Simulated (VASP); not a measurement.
Wanted: the native input for a VASP 6.6.1 run.

```yaml
Task: single point
Functional: PBEsol
Potentials_or_basis: VASP PAW PBE potentials, release 64 (Ti_sv, S)
Cutoff: 520 eV
k_mesh: 6 × 6 × 6
Occupations: fermi-dirac, width 0.05 eV
Spin: no spin polarisation
Hubbard_terms: Ti d U = 6.0 eV
Dipole_correction: no
Further_INCAR_settings: ALGO = Normal; EDIFF = 1e-07; NBANDS = 32
```

The structure of Ti3S2 lies in POSCAR:

```
Ti3S2
1.0
    2.7131139241      1.5664170544      3.2376184047
   -2.7131139241      1.5664170544      3.2376184047
    0.0000000000     -3.1328341088      3.2376184047
Ti S
3 2
Direct
    0.0000000000      0.3356550000      0.6643450000
    0.6643450000      0.0000000000      0.3356550000
    0.3356550000      0.6643450000      0.0000000000
    0.1678390000      0.1678390000      0.1678390000
    0.8321610000      0.8321610000      0.8321610000
```

One way to write it, as run:

INCAR

```
PREC = Accurate
ENCUT = 520
EDIFF = 1E-7
ISMEAR = -1
SIGMA = 0.05
LREAL = F
LASPH = T
NELM = 150
ALGO = Normal
ISIF = 2
LWAVE = F
LCHARG = F
LMAXMIX = 4
LDAU = T
LDAUTYPE = 2
LDAUL = 2 -1
LDAUU = 6 0
LDAUJ = 0 0
LDAUPRINT = 1
GGA = PS
NBANDS = 32
```

KPOINTS

```
Automatic mesh
0
Gamma
  6 6 6
```

Potentials or basis: VASP PAW PBE potentials, release 64 (Ti_sv, S).

Run with:

```sh
$ cat potpaw_PBE.64/Ti_sv/POTCAR potpaw_PBE.64/S/POTCAR > POTCAR
$ mpirun -np 1 vasp_std > vasp.out
```

It gave:

The pressure is 5.0 GPa, the largest force is 0.185 eV/Å and the band gap on the k mesh is zero (bands 24 and 25 overlap by 0.28 eV).

Caveat: the cell stands under pressure; the PAW data sets were made with another functional, which shifts forces and pressure a little; U without spin polarisation on a metal has little footing.

Run time: 2.9 min on 1 thread of AMD EPYC 7R13, with other jobs on the host, peak memory 0.21 GiB.
